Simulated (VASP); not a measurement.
# Br (P6/mmm) in VASP: notebook

The runs below take Br through single point, with PBE.

Program: VASP 6.6.1. These are calculated values, not measurements. Logs are shortened: lines on timing, memory, paths and dates and some standing lists are left out, and cuts for length are marked.

## Step 1: The cell of the first run

The structure is hexagonal, space group P6/mmm (No. 191). Conventional cell: a = 3.221 Å, b = 3.221 Å, c = 4.333 Å, α = 90.00°, β = 90.00°, γ = 120.00°. Within 2.5 Å of Br (site symmetry -6m2) lie 3 Br at 1.86 Å.

## Step 2: Single point, PBE

The input, INCAR:

```
SYSTEM = Br
PREC = Accurate ; ENCUT = 520
EDIFF = 1E-6 ; ISMEAR = 0
SIGMA = 0.1 ; LREAL = .False.
LASPH = .True. ; NELM = 60
ALGO = Normal ; ISIF = 2
LWAVE = .False. ; LCHARG = .False.
GGA = PE ; NBANDS = 14
```

The input, KPOINTS:

```
Automatic mesh
0
Gamma
  6 6 4
  0 0 0
```

The input, POSCAR:

```
Br
1.0
    3.2212936300      0.0000000000      0.0000000000
   -1.6106468200      2.7897221200      0.0000000000
    0.0000000000      0.0000000000      4.3331950400
Br
2
Direct
    0.3333333300      0.6666666700      0.0000000000
    0.6666666700      0.3333333300      0.0000000000
```

Potentials or basis: VASP PAW PBE potentials, release 64 (Br).

Run with:

```console
cat potpaw_PBE.64/Br/POTCAR > POTCAR
mpirun -np 1 vasp_std > vasp.out
```

OUTCAR:

```text
SYSTEM = Br
   PREC = Accurate
   ENCUT = 520
   EDIFF = 1E-6
   ISMEAR = 0
   LREAL = .False.
   LASPH = .True.
   NELM = 60
   ISIF = 2
   GGA = PE

 ion  position               nearest neighbor table
   1  0.333  0.667  0.000-   2 1.86   2 1.86   2 1.86
   2  0.667  0.333  0.000-   1 1.86   1 1.86   1 1.86

  LATTYP: Found a hexagonal cell.
 ALAT       =     3.2212936300
 C/A-ratio  =     1.3451723244

  Lattice vectors:

 A1 = (   3.2212936300,   0.0000000000,   0.0000000000)
 A2 = (  -1.6106468200,   2.7897221200,   0.0000000000)
 A3 = (   0.0000000000,   0.0000000000,   4.3331950400)

Analysis of symmetry for initial positions (statically):
=====================================================================
 Subroutine PRICEL returns:
 Original cell was already a primitive cell.

 Routine SETGRP: Setting up the symmetry group for a
 hexagonal supercell.

 Subroutine GETGRP returns: Found 24 space group operations
 (whereof 24 operations were pure point group operations)
 out of a pool of 24 trial point group operations.

The static configuration has the point symmetry D_6h.

Analysis of symmetry for dynamics (positions and initial velocities):
=====================================================================
 Subroutine PRICEL returns:
 Original cell was already a primitive cell.

 Routine SETGRP: Setting up the symmetry group for a
 hexagonal supercell.

 Subroutine GETGRP returns: Found 24 space group operations
 (whereof 24 operations were pure point group operations)
 out of a pool of 24 trial point group operations.

The dynamic configuration has the point symmetry D_6h.

 Subroutine INISYM returns: Found 24 space group operations
 (whereof 24 operations are pure point group operations),
 and found     1 'primitive' translations

----------------------------------------------------------------------------------------

                                     Primitive cell

  volume of cell :      38.9403

  direct lattice vectors                    reciprocal lattice vectors
     3.221293630  0.000000000  0.000000000     0.310434290  0.179229321  0.000000000
    -1.610646820  2.789722120  0.000000000     0.000000000  0.358458641  0.000000000
     0.000000000  0.000000000  4.333195040     0.000000000  0.000000000  0.230776596

  length of vectors
     3.221293630  3.221293635  4.333195040     0.358458642  0.358458641  0.230776596

  position of ions in fractional coordinates (direct lattice)
     0.333333330  0.666666670  0.000000000
     0.666666670  0.333333330  0.000000000

  ion indices of the primitive-cell ions
   primitive index   ion index
                 1           1
                 2           2

----------------------------------------------------------------------------------------

 KPOINTS: Automatic mesh

Automatic generation of k-mesh.
 Grid dimensions read from file:
 generate k-points for:    6    6    4

 Generating k-lattice:

  Cartesian coordinates                     Fractional coordinates (reciprocal lattice)
     0.051739048  0.029871554  0.000000000     0.166666667  0.000000000  0.000000000
     0.000000000  0.059743107  0.000000000     0.000000000  0.166666667  0.000000000
     0.000000000  0.000000000  0.057694149     0.000000000  0.000000000  0.250000000

  Length of vectors
     0.059743107  0.059743107  0.057694149

  Shift w.r.t. Gamma in fractional coordinates (k-lattice)
     0.000000000  0.000000000  0.000000000

 Subroutine IBZKPT returns following result:
 ===========================================

 Found     21 irreducible k-points:

 Following reciprocal coordinates:
            Coordinates               Weight
  0.000000  0.000000  0.000000      1.000000
  0.166667  0.000000  0.000000      6.000000
  0.333333 -0.000000  0.000000      6.000000
  0.500000  0.000000  0.000000      3.000000
  0.166667  0.166667  0.000000      6.000000
  0.333333  0.166667  0.000000     12.000000
[... 13 lines left out ...]
  0.333333  0.166667  0.500000     12.000000
  0.333333  0.333333  0.500000      2.000000
   k-points           NKPTS =     21   k-points in BZ     NKDIM =     21   number of bands    NBANDS=     14
   number of dos      NEDOS =    301   number of ions     NIONS =      2
   total plane-waves  NPLWV =  18432
   dimension x,y,z NGX =    24 NGY =   24 NGZ =   32
   dimension x,y,z NGXF=    48 NGYF=   48 NGZF=   64
   ions per type =               2
   NGX,Y,Z   is equivalent  to a cutoff of  12.39, 12.39, 12.28 a.u.
   NGXF,Y,Z  is equivalent  to a cutoff of  24.77, 24.77, 24.55 a.u.
 SYSTEM =  Br
   PREC   = accura    normal or accurate (medium, high low for compatibility)
   ISTART =      0    job   : 0-new  1-cont  2-samecut
   ICHARG =      2    charge: 1-file 2-atom 10-const
   ISPIN  =      1    spin polarized calculation?
   LNONCOLLINEAR =      F non collinear calculations
   LSORBIT =      F    spin-orbit coupling
   LASPH  =      T    aspherical Exc in radial PAW
   ENCUT  =  520.0 eV  38.22 Ry    6.18 a.u.   5.99  5.99  8.06*2*pi/ulx,y,z
   NELM   =     60;   NELMIN=  2; NELMDL= -5     # of ELM steps
   EDIFF  = 0.1E-05   stopping-criterion for ELM
   LREAL  =      F    real-space projection
   EDIFFG = 0.1E-04   stopping-criterion for IOM
   NSW    =      0    number of steps for IOM
   IBRION =     -1    ionic relax: 0-MD 1-quasi-New 2-CG
   NFREE  =      0    steps in history (QN), initial steepest desc. (CG)
   ISIF   =      2    stress and relaxation
   ISYM   =      2    0-nonsym 1-usesym 2-fastsym
   POTIM  = 0.5000    time-step for ionic-motion
   TEBEG  =    0.0;   TEEND  =   0.0 temperature during run
   PSTRESS=    0.0 pullay stress
   NELECT =      14.0000    total number of electrons
   NUPDOWN=      -1.0000    fix difference up-down
   EMIN   =  10.00;   EMAX   =-10.00  energy-range for DOS
   EFERMI =   0.00;   METHOD = LEGACY
   ISMEAR =     0;   SIGMA  =   0.10  broadening in eV -4-tet -1-fermi 0-gaus
   EFERMI_NEDOS =   21; number of points for ismear=-14 and -15
   IALGO  =     38    algorithm
   IMIX   =      4    mixing-type and parameters
     AMIX     =   0.40;   BMIX     =  1.00
     AMIX_MAG =   1.60;   BMIX_MAG =  1.00
  volume/ion in A,a.u.               =      19.47       131.39
  Fermi-wavevector in a.u.,A,eV,Ry     =   1.164084  2.199800 18.437142  1.355092
  Thomas-Fermi vector in A             =   2.300626
   LORBIT       =      0    0 simple, 1 ext, 2 COOP (PROOUT), +10 PAW based schemes
   GGA     = PE    functional components
   LHFCALC =     F    Hartree Fock is set to
   AEXX    =    0.0000 exact exchange contribution
   IVDW    =     0    specifies the selected vdW correction
   LEPSILON=     F    determine dielectric tensor
   LRPA    =     F    only Hartree local field effects (RPA)
 non-spin polarized calculation
 Gauss-broadening in eV      SIGMA  =   0.10
  energy-cutoff  :      520.00
  volume of cell :       38.94
 maximum number of plane-waves:      1062
 NGX is ok and might be reduce to    24
   NGX = 11   NGY = 11   NGZ = 17

 number of electron      13.9999999 magnetization

 Free energy of the ion-electron system (eV)
  ---------------------------------------------------
  ext. energy  EPLUGINS =         0.00000000
  ---------------------------------------------------
  free energy    TOTEN  =        18.15484526 eV

  energy without entropy =       18.17437431  energy(sigma->0) =       18.16460979

 E-fermi :   8.9001     XC(G=0):  -9.7691

 val. band max:        8.8966588336   @ k =   0.1667   0.0000   0.2500
 cond. band min:       8.9178035413   @ k =   0.3333   0.1667   0.5000
 fundamental gap:      0.0211447078
 Fermi energy:         8.9000951049

 k-point     1 :       0.0000    0.0000    0.0000
  band No.  band energies     occupation
      1     -19.5044      2.00000
      2      -4.2602      2.00000
      3      -4.2602      2.00000
      4      -3.6799      2.00000
      5      -0.6463      2.00000
      6       4.4973      2.00000
      7       4.4973      2.00000
      8       6.9418      2.00000
      9       9.3287      0.00000
     10      13.8112      0.00000
     11      16.2824      0.00000
     12      16.2824      0.00000
     13      21.3344      0.00000
     14      21.3344      0.00000

 k-point     2 :       0.1667    0.0000    0.0000
  band No.  band energies     occupation
      1     -19.0380      2.00000
      2      -7.3985      2.00000
      3      -4.9002      2.00000
      4      -3.2195      2.00000
      5       1.5429      2.00000
      6       5.1653      2.00000
      7       6.1251      2.00000
      8       7.4158      2.00000
      9       7.4538      2.00000
     10      15.3755      0.00000
     11      15.8564      0.00000
     12      16.5908      0.00000
     13      20.4012      0.00000
     14      20.4423      0.00000

 k-point     3 :       0.3333   -0.0000    0.0000
  band No.  band energies     occupation
      1     -17.7061      2.00000
      2     -11.2377      2.00000
      3      -5.8686      2.00000
      4      -1.9260      2.00000
      5       1.3917      2.00000
      6       4.2604      2.00000
      7       8.9336      0.63529
      8       9.4369      0.00000
      9       9.9995      0.00000
     10      14.2504      0.00000
     11      15.1725      0.00000
     12      15.9278      0.00000
     13      20.1006      0.00000
     14      21.2474      0.00000
[... 273 lines left out ...]
 k-point    20 :       0.3333    0.1667    0.5000
  band No.  band energies     occupation
      1     -16.4877      2.00000
      2     -12.9759      2.00000
      3      -7.2748      2.00000
      4      -1.2221      2.00000
      5       2.1781      2.00000
      6       3.6142      2.00000
      7       8.9178      0.80225
      8       9.9350      0.00000
      9      14.0658      0.00000
     10      15.5308      0.00000
     11      15.5801      0.00000
     12      17.3188      0.00000
     13      17.3399      0.00000
     14      20.2982      0.00000

 k-point    21 :       0.3333    0.3333    0.5000
  band No.  band energies     occupation
      1     -14.7748      2.00000
      2     -14.7748      2.00000
      3      -8.2576      2.00000
      4       0.4330      2.00000
      5       0.4330      2.00000
      6       7.8968      2.00000
      7       7.8968      2.00000
      8       8.7022      1.99487
      9      10.0596      0.00000
     10      17.6860      0.00000
     11      17.6860      0.00000
     12      17.9604      0.00000
     13      17.9604      0.00000
     14      20.0531      0.00000

------------------------ aborting loop because EDIFF is reached ----------------------------------------

  FORCE on cell =-STRESS in cart. coord.  units (eV):
  Direction    XX          YY          ZZ          XY          YZ          ZX
  --------------------------------------------------------------------------------------
  -------------------------------------------------------------------------------------
  Total       70.8294931     70.8294933      0.0923197     -0.0000001      0.0000000      0.0000000
  in kB     2914.2393579   2914.2393649      3.7984428     -0.0000052      0.0000000      0.0000000
  external PRESSURE =    1944.0923885 kB  Pullay stress =       0.0000000 kB

 VOLUME and BASIS-vectors are now :
 -----------------------------------------------------------------------------
  energy-cutoff  :      520.00
  volume of cell :       38.94
      direct lattice vectors                 reciprocal lattice vectors
     3.221293630  0.000000000  0.000000000     0.310434290  0.179229321  0.000000000
    -1.610646820  2.789722120  0.000000000     0.000000000  0.358458641  0.000000000
     0.000000000  0.000000000  4.333195040     0.000000000  0.000000000  0.230776596

 POSITION                                       TOTAL-FORCE (eV/Angst)
 -----------------------------------------------------------------------------------
     -0.00000      1.85981      0.00000         0.000000     -0.000000     -0.000000
      1.61065      0.92991      0.00000         0.000000      0.000000      0.000000
 -----------------------------------------------------------------------------------
    total drift:                                0.000000      0.000000      0.000000

  FREE ENERGIE OF THE ION-ELECTRON SYSTEM (eV)
  ---------------------------------------------------
  free  energy   TOTEN  =        18.1548452643 eV

  energy  without entropy=       18.1743743064  energy(sigma->0) =       18.16460979
```

It took 8.2 s on 1 thread of Intel Xeon 6975P-C, shared host; peak memory 0.14 GiB.

Results:

```yaml
Free_energy: 18.1548 eV
Pressure: 194.4 GPa
Band_gap_on_the_k_mesh: zero (band 7 reaches 12.40 eV, above the bottom of band 8 at 6.94 eV)
```

Caveat: the k points lie up to 0.38 Å⁻¹ apart; this functional lacks dispersion, which binds the layers, so the pressure and a relaxed spacing across them are unreliable.

## Step 3: Single point, PBE

This run uses another cell than the first one, of 46.95 Å³/atom, 2.412 times its volume.

The input, INCAR:

```
SYSTEM = Br
  PREC = Accurate
  ENCUT = 520
  EDIFF = 1E-7
  ISMEAR = 0
  SIGMA = 0.1
  LREAL = .FALSE.
  LASPH = .TRUE.
  NELM = 60
  ALGO = Normal
  ISIF = 2
  LWAVE = .FALSE.
  LCHARG = .FALSE.
  GGA = PE
  NBANDS = 14
```

The input, KPOINTS:

```
regular mesh
0
G
  6 6 4
  0 0 0
```

The input, POSCAR:

```
Br
1.0
    4.9104466653      0.0000000044      0.0000000000
   -2.4552233364      4.2525715538      0.0000000000
    0.0000000000      0.0000000000      4.4970513293
Br
2
Direct
    0.3333333333      0.6666666667      0.0000000000
    0.6666666667      0.3333333333      0.0000000000
```

Potentials or basis: VASP PAW PBE potentials, release 64 (Br).

Run with:

```console
cat potpaw_PBE.64/Br/POTCAR > POTCAR
mpirun -np 1 vasp_std > vasp.out
```

Wall time 20 s (1 thread of Intel Xeon 6975P-C, shared host); peak memory 0.23 GiB.

The run converged. Its results:

```
Free energy            : -2.5865 eV
Pressure               : 0.0 GPa
Band gap on the k mesh : zero (band 7 reaches -2.02 eV, above the bottom of band 8 at -2.05 eV)
```

Stress tensor (GPa, compression positive):
```
-0.01  0.00  0.00
 0.00 -0.01  0.00
 0.00  0.00  0.10
```

Levels at points of the mesh, in eV from the Fermi level:
```tsv
k point	band 5	band 6	band 7	band 8	band 9	band 10
(0.00, 0.00, 0.00)	-2.08	-0.08	-0.08	0.01	5.14	8.32
(0.50, 0.00, 0.00)	-1.47	-0.79	-0.15	1.12	6.95	7.27
(0.00, 0.00, 0.50)	-2.73	-0.33	-0.03	-0.03	7.71	8.33
(0.50, 0.00, 0.50)	-2.02	-1.27	-0.11	1.15	7.22	8.15
```

Caveat: this functional lacks dispersion, which binds the layers, so the pressure and a relaxed spacing across them are unreliable.
